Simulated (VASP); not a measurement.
## Nb3BN4: single point with PBE

Crystal: Nb3BN4.

```xyz
8
Lattice="4.4857 0.0000 0.0000 0.0000 4.4857 0.0000 0.0000 0.0000 4.4857" Properties=species:S:1:pos:R:3 pbc="T T T"
Nb    0.0000    2.2429    2.2429
Nb    2.2429    2.2429    0.0000
Nb    2.2429    0.0000    2.2429
B     0.0000    0.0000    0.0000
N     0.9058    3.5799    3.5799
N     3.5799    3.5799    0.9058
N     3.5799    0.9058    3.5799
N     0.9058    0.9058    0.9058
```

The cell was built from a structure type or drawn by symmetry, and may not be a known phase.

| Property | Result |
| --- | --- |
| Program | VASP 6.6.1 |
| Task | single point |
| Functional | PBE |
| Potentials or basis | VASP PAW PBE potentials, release 64 (Nb_sv, B, N) |
| Cutoff | 520 eV |
| k mesh | 8 × 8 × 8 |
| Occupations | gaussian, width 0.1 eV |
| Spin | no spin polarisation |

```yaml
Pressure: -0.4 GPa
Largest_force: 0.021 eV/Å
Band_gap_on_the_k_mesh: zero (bands 31 and 32 overlap by 1.11 eV)
```

Forces on the atoms (eV/Å):
```
Nb   0.000  0.000  0.000
Nb   0.000  0.000  0.000
Nb   0.000  0.000  0.000
B    0.000  0.000  0.000
N    0.012 -0.012 -0.012
N   -0.012 -0.012  0.012
N   -0.012  0.012 -0.012
N    0.012  0.012  0.012
```

Levels at points of the mesh, in eV from the Fermi level:
| k point | band 29 | band 30 | band 31 | band 32 | band 33 | band 34 |
| --- | --- | --- | --- | --- | --- | --- |
| (0.00, 0.00, 0.00) | -2.03 | 0.38 | 0.38 | 0.38 | 1.22 | 1.22 |
| (0.50, 0.00, 0.00) | -1.45 | -0.72 | -0.72 | -0.29 | -0.21 | 1.88 |
| (0.50, 0.50, 0.00) | -0.76 | -0.26 | -0.26 | -0.08 | 0.51 | 1.46 |
| (0.50, 0.50, 0.50) | 0.01 | 0.69 | 0.69 | 0.69 | 2.12 | 2.12 |

Wall time 58 s on 1 thread of Intel(R) Xeon(R) 6975P-C (Granite Rapids), with other jobs on the host, peak memory 0.26 GiB.
